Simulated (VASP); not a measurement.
# BiTe (R-3m) in VASP: further runs

Aim: see how the results for BiTe move with the level of theory and the settings. Levels: revPBE+D4, RPBE+D4, revPBE+D3(BJ), PBE0. Tasks: single point, relaxation of cell and atoms.

All numbers are computed with VASP 6.6.1; they aren't measurements. Logs are shortened: lines on timing, memory, paths and dates and some standing lists are left out, and cuts for length are marked.

## 1. The cell of the first run

The structure is trigonal, space group R-3m (No. 166). The conventional cell has a = 4.850 Å, b = 4.850 Å, c = 9.304 Å, α = 90.00°, β = 90.00°, γ = 120.00°. Within 4.2 Å of Bi (site symmetry -3m) lie 6 Te at 3.20 Å and 6 Bi at 4.18 Å. Te (site symmetry -3m) has 6 Bi at 3.20 Å and 6 Te at 4.18 Å within 4.2 Å.

## 2. Single point, revPBE+D4

Input file INCAR:

```
SYSTEM = BiTe
PREC = Accurate
ENCUT = 520
EDIFF = 1E-6
ISMEAR = -1
SIGMA = 0.05
LREAL = .FALSE.
LASPH = .TRUE.
NELM = 80
ALGO = Normal
ISIF = 2
LWAVE = .FALSE.
LCHARG = .FALSE.
GGA = RE
IVDW = 13
NBANDS = 18
```

Input file KPOINTS:

```
regular mesh
0
G
  7 7 7
  0 0 0
```

Input file POSCAR:

```
BiTe
1.0
    2.4250472446      1.4001016795      3.1012904419
   -2.4250472446      1.4001016795      3.1012904419
    0.0000000000     -2.8002033589      3.1012904419
Bi Te
1 1
Direct
    0.5000000000      0.5000000000      0.5000000000
    0.0000000000      0.0000000000      0.0000000000
```

Potentials or basis: VASP PAW PBE potentials, release 64 (Bi_d, Te).

Run with:

```console
$ cat potpaw_PBE.64/Bi_d/POTCAR potpaw_PBE.64/Te/POTCAR > POTCAR
$ mpirun -np 1 vasp_std > vasp.out
```

OUTCAR:

```text
SYSTEM = BiTe
   PREC = Accurate
   ENCUT = 520
   EDIFF = 1E-6
   ISMEAR = -1
   LREAL = .FALSE.
   LASPH = .TRUE.
   NELM = 80
   ISIF = 2
   GGA = RE
   IVDW = 13

 ion  position               nearest neighbor table
   1  0.500  0.500  0.500-   2 3.20   2 3.20   2 3.20   2 3.20   2 3.20   2 3.20
   2  0.000  0.000  0.000-   1 3.20   1 3.20   1 3.20   1 3.20   1 3.20   1 3.20

  LATTYP: Found a trigonal (rhomboedric) cell.
 ALAT       =     4.1784137249
 COS(alpha) =     0.3263295082

  Lattice vectors:

 A1 = (   2.4250472446,   1.4001016795,   3.1012904419)
 A2 = (  -2.4250472446,   1.4001016795,   3.1012904419)
 A3 = (   0.0000000000,  -2.8002033589,   3.1012904419)

Analysis of symmetry for initial positions (statically):
=====================================================================
 Subroutine PRICEL returns:
 Original cell was already a primitive cell.

 Routine SETGRP: Setting up the symmetry group for a
 trigonal (rhombohedral) supercell.

 Subroutine GETGRP returns: Found 12 space group operations
 (whereof 12 operations were pure point group operations)
 out of a pool of 12 trial point group operations.

The static configuration has the point symmetry D_3d.

Analysis of symmetry for dynamics (positions and initial velocities):
=====================================================================
 Subroutine PRICEL returns:
 Original cell was already a primitive cell.

 Routine SETGRP: Setting up the symmetry group for a
 trigonal (rhombohedral) supercell.

 Subroutine GETGRP returns: Found 12 space group operations
 (whereof 12 operations were pure point group operations)
 out of a pool of 12 trial point group operations.

The dynamic configuration has the point symmetry D_3d.

 Subroutine INISYM returns: Found 12 space group operations
 (whereof 12 operations are pure point group operations),
 and found     1 'primitive' translations

----------------------------------------------------------------------------------------

                                     Primitive cell

  volume of cell :      63.1791

  direct lattice vectors                    reciprocal lattice vectors
     2.425047245  1.400101680  3.101290442     0.206181550  0.119038973  0.107482140
    -2.425047245  1.400101680  3.101290442    -0.206181550  0.119038973  0.107482140
     0.000000000 -2.800203359  3.101290442     0.000000000 -0.238077947  0.107482140

  length of vectors
     4.178413725  4.178413725  4.178413725     0.261215465  0.261215465  0.261215465

  position of ions in fractional coordinates (direct lattice)
     0.500000000  0.500000000  0.500000000
     0.000000000  0.000000000  0.000000000

  ion indices of the primitive-cell ions
   primitive index   ion index
                 1           1
                 2           2

----------------------------------------------------------------------------------------

 KPOINTS: regular mesh

Automatic generation of k-mesh.
 Grid dimensions read from file:
 generate k-points for:    7    7    7

 Generating k-lattice:

  Cartesian coordinates                     Fractional coordinates (reciprocal lattice)
     0.029454507  0.017005568  0.015354591     0.142857143 -0.000000000  0.000000000
    -0.029454507  0.017005568  0.015354591    -0.000000000  0.142857143  0.000000000
     0.000000000 -0.034011135  0.015354591     0.000000000  0.000000000  0.142857143

  Length of vectors
     0.037316495  0.037316495  0.037316495

  Shift w.r.t. Gamma in fractional coordinates (k-lattice)
     0.000000000  0.000000000  0.000000000

 Subroutine IBZKPT returns following result:
 ===========================================

 Found     44 irreducible k-points:

 Following reciprocal coordinates:
            Coordinates               Weight
  0.000000  0.000000  0.000000      1.000000
  0.142857 -0.000000 -0.000000      6.000000
  0.285714 -0.000000 -0.000000      6.000000
  0.428571 -0.000000 -0.000000      6.000000
  0.142857  0.142857 -0.000000      6.000000
  0.285714  0.142857 -0.000000     12.000000
[... 16 lines left out ...]
  0.285714  0.285714  0.142857      6.000000
  0.428571  0.285714  0.142857     12.000000
 [... further k-points ...]
   k-points           NKPTS =     44   k-points in BZ     NKDIM =     44   number of bands    NBANDS=     18
   number of dos      NEDOS =    301   number of ions     NIONS =      2
   total plane-waves  NPLWV =  32768
   dimension x,y,z NGX =    32 NGY =   32 NGZ =   32
   dimension x,y,z NGXF=    64 NGYF=   64 NGZF=   64
   ions per type =               1   1
   NGX,Y,Z   is equivalent  to a cutoff of  12.73, 12.73, 12.73 a.u.
   NGXF,Y,Z  is equivalent  to a cutoff of  25.46, 25.46, 25.46 a.u.
 SYSTEM =  BiTe
   PREC   = accura    normal or accurate (medium, high low for compatibility)
   ISTART =      0    job   : 0-new  1-cont  2-samecut
   ICHARG =      2    charge: 1-file 2-atom 10-const
   ISPIN  =      1    spin polarized calculation?
   LNONCOLLINEAR =      F non collinear calculations
   LSORBIT =      F    spin-orbit coupling
   LASPH  =      T    aspherical Exc in radial PAW
   ENCUT  =  520.0 eV  38.22 Ry    6.18 a.u.   7.77  7.77  7.77*2*pi/ulx,y,z
   NELM   =     80;   NELMIN=  2; NELMDL= -5     # of ELM steps
   EDIFF  = 0.1E-05   stopping-criterion for ELM
   LREAL  =      F    real-space projection
   EDIFFG = 0.1E-04   stopping-criterion for IOM
   NSW    =      0    number of steps for IOM
   IBRION =     -1    ionic relax: 0-MD 1-quasi-New 2-CG
   NFREE  =      0    steps in history (QN), initial steepest desc. (CG)
   ISIF   =      2    stress and relaxation
   ISYM   =      2    0-nonsym 1-usesym 2-fastsym
   POTIM  = 0.5000    time-step for ionic-motion
   TEBEG  =    0.0;   TEEND  =   0.0 temperature during run
   PSTRESS=    0.0 pullay stress
   NELECT =      21.0000    total number of electrons
   NUPDOWN=      -1.0000    fix difference up-down
   EMIN   =  10.00;   EMAX   =-10.00  energy-range for DOS
   EFERMI =   0.00;   METHOD = LEGACY
   ISMEAR =    -1;   SIGMA  =   0.05  broadening in eV -4-tet -1-fermi 0-gaus
   EFERMI_NEDOS =   21; number of points for ismear=-14 and -15
   IALGO  =     38    algorithm
   IMIX   =      4    mixing-type and parameters
     AMIX     =   0.40;   BMIX     =  1.00
     AMIX_MAG =   1.60;   BMIX_MAG =  1.00
  volume/ion in A,a.u.               =      31.59       213.18
  Fermi-wavevector in a.u.,A,eV,Ry     =   1.134027  2.143001 17.497330  1.286017
  Thomas-Fermi vector in A             =   2.270731
   LORBIT       =      0    0 simple, 1 ext, 2 COOP (PROOUT), +10 PAW based schemes
   GGA     = RE    functional components
   LHFCALC =     F    Hartree Fock is set to
   AEXX    =    0.0000 exact exchange contribution
   IVDW    =    13    specifies the selected vdW correction
   LEPSILON=     F    determine dielectric tensor
   LRPA    =     F    only Hartree local field effects (RPA)
 non-spin polarized calculation
  energy-cutoff  :      520.00
  volume of cell :       63.18
 maximum number of plane-waves:      1715
   NGX = 15   NGY = 15   NGZ = 15

 number of electron      21.0000009 magnetization

 Free energy of the ion-electron system (eV)
  ---------------------------------------------------
  ext. energy  EPLUGINS =         0.00000000
  ---------------------------------------------------
  free energy    TOTEN  =        -6.46258849 eV

  energy without entropy =       -6.45153949  energy(sigma->0) =       -6.45706399

 E-fermi :   7.4971     XC(G=0):  -9.7288

 val. band max:        7.4775076105   @ k =   0.2857   0.2857   0.2857
 cond. band min:       7.4981903791   @ k =  -0.4286   0.2857   0.2857
 fundamental gap:      0.0206827686
 Fermi energy:         7.4970810320

 k-point     1 :       0.0000    0.0000    0.0000
  band No.  band energies     occupation
      1     -15.8029      2.00000
      2     -15.8029      2.00000
      3     -15.7871      2.00000
      4     -15.7871      2.00000
      5     -15.7654      2.00000
      6      -6.3365      2.00000
[... 10 lines left out ...]
     17      14.7007      0.00000
     18      14.7007      0.00000

 k-point     2 :       0.1429   -0.0000   -0.0000
  band No.  band energies     occupation
      1     -15.8025      2.00000
      2     -15.8020      2.00000
      3     -15.7888      2.00000
      4     -15.7853      2.00000
      5     -15.7652      2.00000
      6      -6.1513      2.00000
[... 10 lines left out ...]
     17      15.2118      0.00000
     18      15.5443      0.00000

 k-point     3 :       0.2857   -0.0000   -0.0000
  band No.  band energies     occupation
      1     -15.8017      2.00000
      2     -15.8014      2.00000
      3     -15.7923      2.00000
      4     -15.7807      2.00000
      5     -15.7638      2.00000
      6      -5.6034      2.00000
[... 10 lines left out ...]
     17      16.3382      0.00000
     18      17.1777      0.00000

 k-point     4 :       0.4286   -0.0000   -0.0000
  band No.  band energies     occupation
      1     -15.8017      2.00000
      2     -15.8016      2.00000
      3     -15.7945      2.00000
      4     -15.7778      2.00000
      5     -15.7612      2.00000
      6      -4.7252      2.00000
[... 375 lines left out ...]
      4     -15.7853      2.00000
      5     -15.7649      2.00000
      6      -5.6938      2.00000
[... 10 lines left out ...]
     17      15.6737      0.00000
     18      15.7378      0.00000

 k-point    23 :       0.2857    0.2857    0.1429
  band No.  band energies     occupation
      1     -15.8064      2.00000
      2     -15.8019      2.00000
      3     -15.7850      2.00000
      4     -15.7740      2.00000
      5     -15.7672      2.00000
      6      -5.4949      2.00000
[... 10 lines left out ...]
     17      17.1370      0.00000
     18      17.1933      0.00000

 k-point    24 :       0.4286    0.2857    0.1429
  band No.  band energies     occupation
      1     -15.8083      2.00000
      2     -15.8019      2.00000
      3     -15.7856      2.00000
      4     -15.7709      2.00000
      5     -15.7649      2.00000
      6      -4.9494      2.00000
[... 10 lines left out ...]
     17      16.7923      0.00000
     18      18.6686      0.00000

 [... further k-points ...]

------------------------ aborting loop because EDIFF is reached ----------------------------------------

  DFT-D4 for vdW energy calculation

  Edisp (eV):   -1.61622

  FORCE on cell =-STRESS in cart. coord.  units (eV):
  Direction    XX          YY          ZZ          XY          YZ          ZX
  --------------------------------------------------------------------------------------
  -------------------------------------------------------------------------------------
  Total      -0.02090    -0.02090    -0.03226     0.00000    -0.00000     0.00000
  in kB      -0.53011    -0.53011    -0.81809     0.00000    -0.00000     0.00000
  external pressure =       -0.63 kB  Pullay stress =        0.00 kB

 VOLUME and BASIS-vectors are now :
 -----------------------------------------------------------------------------
  energy-cutoff  :      520.00
  volume of cell :       63.18
      direct lattice vectors                 reciprocal lattice vectors
     2.425047245  1.400101680  3.101290442     0.206181550  0.119038973  0.107482140
    -2.425047245  1.400101680  3.101290442    -0.206181550  0.119038973  0.107482140
     0.000000000 -2.800203359  3.101290442     0.000000000 -0.238077947  0.107482140

 POSITION                                       TOTAL-FORCE (eV/Angst)
 -----------------------------------------------------------------------------------
      0.00000      0.00000      4.65194        -0.000000     -0.000000      0.000000
      0.00000      0.00000      0.00000         0.000000      0.000000     -0.000000
 -----------------------------------------------------------------------------------
    total drift:                               -0.000000      0.000000     -0.000000

  FREE ENERGIE OF THE ION-ELECTRON SYSTEM (eV)
  ---------------------------------------------------
  free  energy   TOTEN  =        -8.0788093455 eV

  energy  without entropy=       -8.0677603408  energy(sigma->0) =       -8.07328484
```

It took 26 s on 1 thread of AMD EPYC 9R45 (Zen 5), shared host; peak memory 0.17 GiB.

Results:

```
Free energy                : -8.0788 eV
Pressure                   : -0.1 GPa
Dispersion energy per atom : -0.808 eV
```

Levels at points of the mesh, in eV from the Fermi level:
```tsv
k point	band 6	band 7	band 8	band 9	band 10	band 11	band 12	band 13	band 14	band 15
(0.00, 0.00, 0.00)	-13.83	-8.11	-3.14	-3.14	-1.42	2.05	2.96	2.96	3.80	3.80
```

Caveat: the PAW data sets were made with another functional, which shifts forces and pressure a little; spin-orbit coupling is left out, which moves the levels of the heavy elements; pairwise dispersion overbinds metals, which lowers pressure and volume.

(Continued in part 2 of 2.)
